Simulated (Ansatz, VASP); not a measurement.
# SrO in VASP and in Ansatz

```
CELL_PARAMETERS angstrom
0.00000 2.56980 2.56980
2.56980 0.00000 2.56980
2.56980 2.56980 0.00000
ATOMIC_POSITIONS crystal
Sr 0.02919 0.97081 0.91244
O 0.50000 0.50000 0.50000
```

Alike in both runs: task single point; functional LDA; k mesh 8 × 8 × 8; occupations gaussian, width 0.05 eV; no spin polarisation.

|  | VASP | Ansatz |
| --- | --- | --- |
| version | VASP 6.6.1 | Ansatz 0.2.0 |
| potentials or method | VASP PAW LDA potentials, release 64 (Sr_sv, O), cutoff 600 eV | scalar-relativistic, plane waves, PAW |
| valence electrons in the cell | 16 | 16 |

```tsv
	VASP	Ansatz	Ansatz less VASP
gap on the k mesh at the Fermi level (eV)	3.39	3.44	+0.045
least direct gap on the mesh (eV)	3.43	3.47	+0.043
pressure (GPa)	-0.2	-1.0	-0.74
traceless stress, the component that is largest in VASP (GPa)	6.16	5.79	-0.370
rms of the force components (eV/Å)	0.619	0.577	-0.0418
```

LDA's correlation is that of Perdew and Zunger in VASP and of Perdew and Wang (1992) in Ansatz. Atom by atom the forces differ by 0.042 eV/Å (rms over components).
